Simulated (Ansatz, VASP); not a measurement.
## Ta4Ge in VASP and in Ansatz

```
CELL_PARAMETERS angstrom
-3.21883 3.21883 2.62184
3.21883 -3.21883 2.62184
3.21883 3.21883 -2.62184
ATOMIC_POSITIONS crystal
Ta 0.28391 0.28391 0.56782
Ta 0.71609 0.71609 0.43218
Ta 0.71609 0.28391 0.00000
Ta 0.28391 0.71609 0.00000
Ge 0.00000 0.00000 0.00000
```

Alike in both runs: functional PBE; k mesh 4 × 4 × 4; occupations gaussian, width 0.2 eV; no spin polarisation.

Ansatz relaxed the structure, and its values are those at the end. VASP's run is a single point on that final structure, the one shown.

```csv
,VASP,Ansatz
version,VASP 6.6.1,Ansatz 0.2.0
potentials or method,"VASP PAW PBE potentials, release 64 (Ta_pv, Ge_d), cutoff 500 eV","scalar-relativistic, plane waves, PAW"
valence electrons in the cell,58,66
```

|  | VASP | Ansatz | Ansatz less VASP |
| --- | --- | --- | --- |
| gap on the k mesh at the Fermi level (eV) | none | none | - |
| pressure (GPa) | 0.4 | 0.4 | -0.08 |
| rms of the force components (eV/Å) | 0.045 | 0.054 | +0.0089 |

A gap of «none» marks a metal or a gap that the smearing closes. VASP's potentials hold 58 valence electrons a cell and Ansatz's 66, so a difference there can come from the potentials and not from the codes.

The k mesh is coarse, so the values compare programs but aren't converged. Spin-orbit coupling is off throughout.
